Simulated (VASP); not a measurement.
**CuO: single point with RPBE**

The system is CuO.

```xyz
4
Lattice="2.1123 -2.1173 0.0000 2.1123 2.1173 0.0000 0.0000 0.0000 5.1921" Properties=species:S:1:pos:R:3 pbc="T T T"
Cu    1.0561   -1.0586    0.0000
Cu    1.0561    1.0586    2.5961
O     2.1123    0.0000    1.2980
O     2.1123    0.0000    3.8941
```

```
Program             : VASP 6.6.1
Task                : single point
Functional          : RPBE
Potentials or basis : VASP PAW PBE potentials, release 64 (Cu, O)
Cutoff              : 520 eV
k mesh              : 9 × 9 × 5
Occupations         : fermi-dirac, width 0.05 eV
Spin                : no spin polarisation
```

```
Pressure               : 0.6 GPa
Band gap on the k mesh : zero (band 17 reaches 5.16 eV, above the bottom of band 18 at 4.26 eV)
```

Stress tensor (GPa, compression positive):
```
0.53 0.00 0.00
0.00 0.49 0.00
0.00 0.00 0.89
```

Levels at points of the mesh, in eV from the Fermi level:
```csv
k point,band 15,band 16,band 17,band 18,band 19,band 20
"(0.00, 0.00, 0.00)",-2.15,-1.77,0.67,0.67,1.37,6.14
```

It took 43 s on 1 thread of AMD EPYC 9R45 96-Core Processor (Zen 5), on a shared host, peak memory 0.18 GiB.

Caveat: the PAW data sets were made with another functional, which shifts forces and pressure a little; semilocal functionals often make such compounds metallic where correlation or magnetic order opens a gap, which also shifts bond lengths. With open d or f shells a metallic result of RPBE can be an artefact of self-interaction; +U or a hybrid may open a gap.
